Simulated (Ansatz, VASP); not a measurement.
Given: the input of a run of Ansatz 0.2.0 on HfN.

File input.yaml:

```yaml
crystal:
  lattice:
    - [3.1751483831, 0.0, 0.0]
    - [-1.5875741916, 2.7497591606, 0.0]
    - [0.0, 0.0, 5.4880491538]
  atoms:
    - { symbol: Hf, position: [0.3333333333, 0.6666666667, 0.25] }
    - { symbol: Hf, position: [0.6666666667, 0.3333333333, 0.75] }
    - { symbol: "N", position: [0.0, 0.0, 0.5] }
    - { symbol: "N", position: [0.0, 0.0, 0.0] }
hamiltonian:
  xc: r2scan
  pseudopotentials: { kind: paw }
kpoints:
  mp_grid: { grid: [10, 10, 5] }
scf:
  occupations: { method: fermi_dirac, width: 0.05 }
output:
  forces: true
  stress: true
  eigenvalues: true
```

Potentials or basis: Ansatz PAW.

The run is started by

```bash
$ ansatz run input.yaml --threads 2 --pin off --max-ram 5632MiB --backend cpu --events-out ev --progress --plain --runs-dir out
```

Set up the same calculation for VASP 6.6.1. Potentials there: VASP PAW PBE potentials, release 64 (Hf_pv, N).

As run (the cutoff follows the program's own potentials):

Contents of POSCAR:

```
HfN
1.0
    3.1751483831      0.0000000000      0.0000000000
   -1.5875741916      2.7497591606      0.0000000000
    0.0000000000      0.0000000000      5.4880491538
Hf N
2 2
Direct
    0.3333333333      0.6666666667      0.2500000000
    0.6666666667      0.3333333333      0.7500000000
    0.0000000000      0.0000000000      0.5000000000
    0.0000000000      0.0000000000      0.0000000000
```

Contents of INCAR.step1:

```
PREC = Accurate
ENCUT = 520
ISMEAR = -1
SIGMA = 0.05
LREAL = F
LASPH = T
NELM = 60
NBANDS = 23
GGA = PE
ALGO = Normal
EDIFF = 1E-4
LWAVE = T
LCHARG = F
```

Contents of INCAR.step2:

```
PREC = Accurate
ENCUT = 520
EDIFF = 1E-6
ISMEAR = -1
SIGMA = 0.05
LREAL = F
LASPH = T
NELM = 60
ALGO = Normal
ISIF = 2
LWAVE = F
LCHARG = F
METAGGA = R2SCAN
LMIXTAU = T
NBANDS = 23
ISTART = 1
```

The input KPOINTS:

```
regular mesh
0
Gamma
  10 10 5
```

Potentials or basis: VASP PAW PBE potentials, release 64 (Hf_pv, N).

Launch:

```console
$ cat potpaw_PBE.64/Hf_pv/POTCAR potpaw_PBE.64/N/POTCAR > POTCAR
$ cp INCAR.step1 INCAR
$ mpirun -np 1 vasp_std > vasp.out
$ cp INCAR.step2 INCAR
$ mpirun -np 1 vasp_std > vasp.out
```

Both were run:

|  | VASP | Ansatz | Ansatz less VASP |
| --- | --- | --- | --- |
| gap on the k mesh at the Fermi level (eV) | none | none | - |
| pressure (GPa) | -10.5 | -8.1 | +2.46 |
| traceless stress, the component that is largest in VASP (GPa) | -0.02 | -0.13 | -0.117 |

VASP's potentials were made for PBE, not for r2SCAN. A gap of «none» marks a metal or a gap that the smearing closes. VASP's potentials hold 30 valence electrons a cell and Ansatz's 62, so a difference there can come from the potentials and not from the codes.

Neither program's run includes spin-orbit coupling.
